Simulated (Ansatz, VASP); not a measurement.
One calculation of InP, two programs

```
CELL_PARAMETERS angstrom
0.00000 2.90980 2.97169
2.90980 0.00000 2.97169
2.90980 2.90980 0.00000
ATOMIC_POSITIONS crystal
In 0.00000 0.00000 0.00000
P 0.25000 0.25000 0.25000
```

Change from the starting cell: strained cell.

Alike in both runs: task relaxation of the atoms; functional PBEsol; k mesh 10 × 10 × 10; occupations gaussian, width 0.02 eV; no spin polarisation.

|  | VASP | Ansatz |
| --- | --- | --- |
| version | VASP 6.6.1 | Ansatz 0.2.0 |
| potentials or method | VASP PAW PBE potentials, release 64 (In_d, P), cutoff 450 eV | scalar-relativistic, plane waves, PAW |
| valence electrons in the cell | 18 | 18 |

```tsv
	VASP	Ansatz	Ansatz less VASP
gap on the k mesh at the Fermi level, each at its own relaxed structure (eV)	0.58	0.58	+0.001
```

VASP's potentials were made for PBE, not for PBEsol. Ansatz's warnings: stress scf threshold loose.

Noted on VASP's run: the relaxation stopped at its first step, so nothing moved.
